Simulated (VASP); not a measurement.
Input of a VASP 6.6.1 run:

INCAR

```
PREC = Accurate
ENCUT = 520
EDIFF = 1E-6
ISMEAR = -1
SIGMA = 0.1
LREAL = F
LASPH = T
NELM = 60
ALGO = Normal
ISIF = 2
LWAVE = F
LCHARG = F
NBANDS = 18
```

File KPOINTS:

```
regular mesh
0
Gamma
  8 8 8
```

The input POSCAR:

```
LaHg
1.0
    3.7851207241      0.0000000000      0.0000000000
    0.0000000000      3.7851207241      0.0000000000
    0.0000000000      0.0000000000      3.7851207241
La Hg
1 1
Direct
    0.5000000000      0.5000000000      0.5000000000
    0.0000000000      0.0000000000      0.0000000000
```

Potentials or basis: VASP PAW LDA potentials, release 64 (La, Hg).

Run with:

```console
$ cat potpaw_LDA.64/La/POTCAR potpaw_LDA.64/Hg/POTCAR > POTCAR
$ mpirun -np 1 vasp_std > vasp.out
```

Q: Predict the pressure.

A: 1.0 GPa.

Q: Predict the band gap on the k mesh.

A: Zero (an odd number of electrons rules out a gap without spin polarisation).

Caveat: spin-orbit coupling is left out, which moves the levels of the heavy elements.
